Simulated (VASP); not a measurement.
# MoS2 (R-3m) in VASP: single point with PBE+D3(BJ)

Aim: the single point of MoS2 with PBE+D3(BJ).

Everything below comes from runs of VASP 6.6.1. Logs are shortened: lines on timing, memory, paths and dates and some standing lists are left out, and cuts for length are marked.

## Step 1: The cell of the first run

The structure is trigonal, space group R-3m (No. 166). Conventional cell: a = 3.143 Å, b = 3.143 Å, c = 17.922 Å, α = 90.00°, β = 90.00°, γ = 120.00°. Mo (site symmetry -3m) has 6 S at 2.42 Å and 6 Mo at 3.14 Å within 3.2 Å. Within 3.2 Å of S (site symmetry 3m) lie 3 Mo at 2.42 Å and 6 S at 3.14 Å.

## Step 2: Single point, PBE+D3(BJ)

INCAR reads:

```
PREC = Accurate
ENCUT = 520
EDIFF = 1E-6
ISMEAR = 0
SIGMA = 0.1
LREAL = False
LASPH = True
NELM = 60
ALGO = Normal
ISIF = 2
LWAVE = False
LCHARG = False
GGA = PE
IVDW = 12
NBANDS = 20
```

KPOINTS reads:

```
Automatic mesh
0
Gamma
  9 9 9
```

POSCAR reads:

```
MoS2
1.0
    1.5717389947      0.9074439317      5.9740877720
   -1.5717389947      0.9074439317      5.9740877720
    0.0000000000     -1.8148878633      5.9740877720
Mo S
1 2
Direct
    0.0000000000      0.0000000000      0.0000000000
    0.7556519152      0.7556519152      0.7556519152
    0.2443480848      0.2443480848      0.2443480848
```

Potentials or basis: VASP PAW PBE potentials, release 64 (Mo_sv, S).

Started as:

```bash
$ cat potpaw_PBE.64/Mo_sv/POTCAR potpaw_PBE.64/S/POTCAR > POTCAR
$ mpirun -np 1 vasp_std > vasp.out
```

OUTCAR:

```text
PREC = Accurate
   ENCUT = 520
   EDIFF = 1E-6
   ISMEAR = 0
   LREAL = False
   LASPH = True
   NELM = 60
   ISIF = 2
   GGA = PE
   IVDW = 12
 IVDW          = 12

 ion  position               nearest neighbor table
   1  0.000  0.000  0.000-   2 2.42   3 2.42   2 2.42   2 2.42   3 2.42   3 2.42
   2  0.756  0.756  0.756-   1 2.42   1 2.42   1 2.42
   3  0.244  0.244  0.244-   1 2.42   1 2.42   1 2.42

  LATTYP: Found a trigonal (rhomboedric) cell.
 ALAT       =     6.2436802180
 COS(alpha) =     0.8732612124

  Lattice vectors:

 A1 = (   1.5717389947,   0.9074439317,   5.9740877720)
 A2 = (  -1.5717389947,   0.9074439317,   5.9740877720)
 A3 = (   0.0000000000,  -1.8148878633,   5.9740877720)

Analysis of symmetry for initial positions (statically):
=====================================================================
 Subroutine PRICEL returns:
 Original cell was already a primitive cell.

 Routine SETGRP: Setting up the symmetry group for a
 trigonal (rhombohedral) supercell.

 Subroutine GETGRP returns: Found 12 space group operations
 (whereof 12 operations were pure point group operations)
 out of a pool of 12 trial point group operations.

The static configuration has the point symmetry D_3d.

Analysis of symmetry for dynamics (positions and initial velocities):
=====================================================================
 Subroutine PRICEL returns:
 Original cell was already a primitive cell.

 Routine SETGRP: Setting up the symmetry group for a
 trigonal (rhombohedral) supercell.

 Subroutine GETGRP returns: Found 12 space group operations
 (whereof 12 operations were pure point group operations)
 out of a pool of 12 trial point group operations.

The dynamic configuration has the point symmetry D_3d.

 Subroutine INISYM returns: Found 12 space group operations
 (whereof 12 operations are pure point group operations),
 and found     1 'primitive' translations

----------------------------------------------------------------------------------------

                                     Primitive cell

  volume of cell :      51.1238

  direct lattice vectors                    reciprocal lattice vectors
     1.571738995  0.907443932  5.974087772     0.318118976  0.183666077  0.055796524
    -1.571738995  0.907443932  5.974087772    -0.318118976  0.183666077  0.055796524
     0.000000000 -1.814887863  5.974087772     0.000000000 -0.367332153  0.055796524

  length of vectors
     6.243680218  6.243680218  6.243680218     0.371545640  0.371545640  0.371545640

  position of ions in fractional coordinates (direct lattice)
     0.000000000  0.000000000  0.000000000
     0.755651915  0.755651915  0.755651915
     0.244348085  0.244348085  0.244348085

  ion indices of the primitive-cell ions
   primitive index   ion index
                 1           1
                 2           2
                 3           3

----------------------------------------------------------------------------------------

 KPOINTS: Automatic mesh

Automatic generation of k-mesh.
 Grid dimensions read from file:
 generate k-points for:    9    9    9

 Generating k-lattice:

  Cartesian coordinates                     Fractional coordinates (reciprocal lattice)
     0.035346553  0.020407342  0.006199614     0.111111111  0.000000000  0.000000000
    -0.035346553  0.020407342  0.006199614     0.000000000  0.111111111  0.000000000
     0.000000000 -0.040814684  0.006199614     0.000000000  0.000000000  0.111111111

  Length of vectors
     0.041282849  0.041282849  0.041282849

  Shift w.r.t. Gamma in fractional coordinates (k-lattice)
     0.000000000  0.000000000  0.000000000

 Subroutine IBZKPT returns following result:
 ===========================================

 Found     85 irreducible k-points:

 Following reciprocal coordinates:
            Coordinates               Weight
  0.000000  0.000000  0.000000      1.000000
  0.111111 -0.000000  0.000000      6.000000
  0.222222 -0.000000  0.000000      6.000000
  0.333333 -0.000000  0.000000      6.000000
  0.444444 -0.000000  0.000000      6.000000
  0.111111  0.111111  0.000000      6.000000
[... 16 lines left out ...]
 -0.333333  0.333333  0.000000      6.000000
  0.444444  0.444444  0.000000      6.000000
 [... further k-points ...]
   k-points           NKPTS =     85   k-points in BZ     NKDIM =     85   number of bands    NBANDS=     20
   number of dos      NEDOS =    301   number of ions     NIONS =      3
   total plane-waves  NPLWV = 110592
   dimension x,y,z NGX =    48 NGY =   48 NGZ =   48
   dimension x,y,z NGXF=    96 NGYF=   96 NGZF=   96
   ions per type =               1   2
   NGX,Y,Z   is equivalent  to a cutoff of  12.78, 12.78, 12.78 a.u.
   NGXF,Y,Z  is equivalent  to a cutoff of  25.56, 25.56, 25.56 a.u.
 SYSTEM =  unknown system
   PREC   = accura    normal or accurate (medium, high low for compatibility)
   ISTART =      0    job   : 0-new  1-cont  2-samecut
   ICHARG =      2    charge: 1-file 2-atom 10-const
   ISPIN  =      1    spin polarized calculation?
   LNONCOLLINEAR =      F non collinear calculations
   LSORBIT =      F    spin-orbit coupling
   LASPH  =      T    aspherical Exc in radial PAW
   ENCUT  =  520.0 eV  38.22 Ry    6.18 a.u.  11.61 11.61 11.61*2*pi/ulx,y,z
   NELM   =     60;   NELMIN=  2; NELMDL= -5     # of ELM steps
   EDIFF  = 0.1E-05   stopping-criterion for ELM
   LREAL  =      F    real-space projection
   EDIFFG = 0.1E-04   stopping-criterion for IOM
   NSW    =      0    number of steps for IOM
   IBRION =     -1    ionic relax: 0-MD 1-quasi-New 2-CG
   NFREE  =      0    steps in history (QN), initial steepest desc. (CG)
   ISIF   =      2    stress and relaxation
   ISYM   =      2    0-nonsym 1-usesym 2-fastsym
   POTIM  = 0.5000    time-step for ionic-motion
   TEBEG  =    0.0;   TEEND  =   0.0 temperature during run
   PSTRESS=    0.0 pullay stress
   NELECT =      26.0000    total number of electrons
   NUPDOWN=      -1.0000    fix difference up-down
   EMIN   =  10.00;   EMAX   =-10.00  energy-range for DOS
   EFERMI =   0.00;   METHOD = LEGACY
   ISMEAR =     0;   SIGMA  =   0.10  broadening in eV -4-tet -1-fermi 0-gaus
   EFERMI_NEDOS =   21; number of points for ismear=-14 and -15
   IALGO  =     38    algorithm
   IMIX   =      4    mixing-type and parameters
     AMIX     =   0.40;   BMIX     =  1.00
     AMIX_MAG =   1.60;   BMIX_MAG =  1.00
  volume/ion in A,a.u.               =      17.04       115.00
  Fermi-wavevector in a.u.,A,eV,Ry     =   1.306747  2.469394 23.233150  1.707588
  Thomas-Fermi vector in A             =   2.437528
   LORBIT       =      0    0 simple, 1 ext, 2 COOP (PROOUT), +10 PAW based schemes
   GGA     = PE    functional components
   LHFCALC =     F    Hartree Fock is set to
   AEXX    =    0.0000 exact exchange contribution
   IVDW    =    12    specifies the selected vdW correction
   LEPSILON=     F    determine dielectric tensor
   LRPA    =     F    only Hartree local field effects (RPA)
 non-spin polarized calculation
 Gauss-broadening in eV      SIGMA  =   0.10
  energy-cutoff  :      520.00
  volume of cell :       51.12
 maximum number of plane-waves:      1394
   NGX = 23   NGY = 23   NGZ = 23

 number of electron      26.0000000 magnetization

 Free energy of the ion-electron system (eV)
  ---------------------------------------------------
  ext. energy  EPLUGINS =         0.00000000
  ---------------------------------------------------
  free energy    TOTEN  =       -20.96042054 eV

  energy without entropy =      -20.95526753  energy(sigma->0) =      -20.95784404

 E-fermi :   8.2171     XC(G=0): -11.1584

 val. band max:        8.2051580880   @ k =   0.2222   0.2222   0.2222
 cond. band min:       8.2516332272   @ k =  -0.3333   0.4444   0.2222
 fundamental gap:      0.0464751391
 Fermi energy:         8.2170505372

 k-point     1 :       0.0000    0.0000    0.0000
  band No.  band energies     occupation
      1     -53.4282      2.00000
      2     -27.5110      2.00000
      3     -27.3799      2.00000
      4     -27.3799      2.00000
      5      -6.9204      2.00000
      6      -5.2139      2.00000
[... 12 lines left out ...]
     19      15.2134      0.00000
     20      17.9555      0.00000

 k-point     2 :       0.1111   -0.0000    0.0000
  band No.  band energies     occupation
      1     -53.4231      2.00000
      2     -27.5012      2.00000
      3     -27.4297      2.00000
      4     -27.3913      2.00000
      5      -6.7168      2.00000
      6      -5.1682      2.00000
[... 12 lines left out ...]
     19      15.8246      0.00000
     20      17.3940      0.00000

 k-point     3 :       0.2222   -0.0000    0.0000
  band No.  band energies     occupation
      1     -53.4101      2.00000
      2     -27.5542      2.00000
      3     -27.4761      2.00000
      4     -27.4199      2.00000
      5      -6.1631      2.00000
      6      -5.0276      2.00000
[... 12 lines left out ...]
     19      16.2797      0.00000
     20      17.9950      0.00000

 k-point     4 :       0.3333   -0.0000    0.0000
  band No.  band energies     occupation
      1     -53.3953      2.00000
      2     -27.6928      2.00000
      3     -27.4522      2.00000
      4     -27.4477      2.00000
      5      -5.4985      2.00000
      6      -4.7382      2.00000
[... 12 lines left out ...]
     19      15.5917      0.00000
     20      17.1355      0.00000

 k-point     5 :       0.4444   -0.0000    0.0000
  band No.  band energies     occupation
      1     -53.3856      2.00000
      2     -27.7818      2.00000
      3     -27.4732      2.00000
      4     -27.4290      2.00000
      5      -5.1661      2.00000
      6      -4.2725      2.00000
[... 12 lines left out ...]
     19      15.2740      0.00000
     20      15.7515      0.00000

 k-point     6 :       0.1111    0.1111    0.0000
  band No.  band energies     occupation
      1     -53.4231      2.00000
      2     -27.5012      2.00000
      3     -27.4297      2.00000
      4     -27.3913      2.00000
      5      -6.7043      2.00000
      6      -5.1902      2.00000
[... 12 lines left out ...]
     19      15.8925      0.00000
     20      17.3878      0.00000

 k-point     7 :       0.2222    0.1111    0.0000
  band No.  band energies     occupation
      1     -53.4141      2.00000
      2     -27.5122      2.00000
      3     -27.4840      2.00000
      4     -27.4157      2.00000
      5      -6.3111      2.00000
      6      -5.1143      2.00000
[... 12 lines left out ...]
     19      16.5614      0.00000
     20      17.3050      0.00000
[... 277 lines left out ...]
 k-point    20 :       0.3333    0.3333    0.0000
  band No.  band energies     occupation
      1     -53.3953      2.00000
      2     -27.6928      2.00000
      3     -27.4522      2.00000
      4     -27.4477      2.00000
      5      -5.2651      2.00000
      6      -5.0173      2.00000
[... 12 lines left out ...]
     19      15.2730      0.00000
     20      16.6753      0.00000

 k-point    21 :       0.4444    0.3333    0.0000
  band No.  band energies     occupation
      1     -53.3879      2.00000
      2     -27.7374      2.00000
      3     -27.4931      2.00000
      4     -27.4334      2.00000
      5      -4.9251      2.00000
      6      -4.7784      2.00000
[... 12 lines left out ...]
     19      15.3208      0.00000
     20      16.8243      0.00000

 k-point    22 :      -0.4444    0.3333    0.0000
  band No.  band energies     occupation
      1     -53.3814      2.00000
      2     -27.7301      2.00000
      3     -27.5764      2.00000
      4     -27.4211      2.00000
      5      -4.6826      2.00000
      6      -4.4621      2.00000
[... 12 lines left out ...]
     19      15.5258      0.00000
     20      16.9410      0.00000

 k-point    23 :      -0.3333    0.3333    0.0000
  band No.  band energies     occupation
      1     -53.3788      2.00000
      2     -27.6684      2.00000
      3     -27.6684      2.00000
      4     -27.4162      2.00000
      5      -4.4616      2.00000
      6      -4.4613      2.00000
[... 12 lines left out ...]
     19      16.6758      0.00000
     20      16.9515      0.00000

 k-point    24 :       0.4444    0.4444    0.0000
  band No.  band energies     occupation
      1     -53.3856      2.00000
      2     -27.7818      2.00000
      3     -27.4732      2.00000
      4     -27.4291      2.00000
      5      -4.9842      2.00000
      6      -4.4976      2.00000
[... 12 lines left out ...]
     19      14.2499      0.00000
     20      16.1565      0.00000

 [... further k-points ...]

------------------------ aborting loop because EDIFF is reached ----------------------------------------

 Edisp (eV)   -1.33665

 E8    (eV) :    -0.5396

  FORCE on cell =-STRESS in cart. coord.  units (eV):
  Direction    XX          YY          ZZ          XY          YZ          ZX
  --------------------------------------------------------------------------------------
  -------------------------------------------------------------------------------------
  Total      -0.11553    -0.11553     0.03127     0.00000     0.00000     0.00000
  in kB      -3.62053    -3.62053     0.97984     0.00000     0.00000     0.00000
  external pressure =       -2.09 kB  Pullay stress =        0.00 kB

 VOLUME and BASIS-vectors are now :
 -----------------------------------------------------------------------------
  energy-cutoff  :      520.00
  volume of cell :       51.12
      direct lattice vectors                 reciprocal lattice vectors
     1.571738995  0.907443932  5.974087772     0.318118976  0.183666077  0.055796524
    -1.571738995  0.907443932  5.974087772    -0.318118976  0.183666077  0.055796524
     0.000000000 -1.814887863  5.974087772     0.000000000 -0.367332153  0.055796524

 POSITION                                       TOTAL-FORCE (eV/Angst)
 -----------------------------------------------------------------------------------
      0.00000      0.00000      0.00000         0.000000      0.000000      0.000000
      0.00000      0.00000     13.54299         0.000000      0.000000      0.032532
      0.00000      0.00000      4.37927         0.000000     -0.000000     -0.032532
 -----------------------------------------------------------------------------------
    total drift:                               -0.000000     -0.000000      0.000000

  FREE ENERGIE OF THE ION-ELECTRON SYSTEM (eV)
  ---------------------------------------------------
  free  energy   TOTEN  =       -22.2970705805 eV

  energy  without entropy=      -22.2919175659  energy(sigma->0) =      -22.29449407
```

Run time: 2 min. Hardware: 1 thread of Intel Xeon 6975P-C (Granite Rapids), shared host; peak memory 0.36 GiB.

Results:

```yaml
Free_energy: -22.2971 eV
Pressure: -0.2 GPa
Largest_force: 0.033 eV/Å
Band_gap_on_the_k_mesh: zero (band 13 reaches 8.52 eV, above the bottom of band 14 at 8.10 eV)
Dispersion_energy_per_atom: -0.446 eV
```

Forces in eV/Å, atoms in the order of the input:
```
Mo   0.000  0.000  0.000
S    0.000  0.000  0.033
S    0.000  0.000 -0.033
```

Caveat: pairwise dispersion overbinds metals, which lowers pressure and volume.
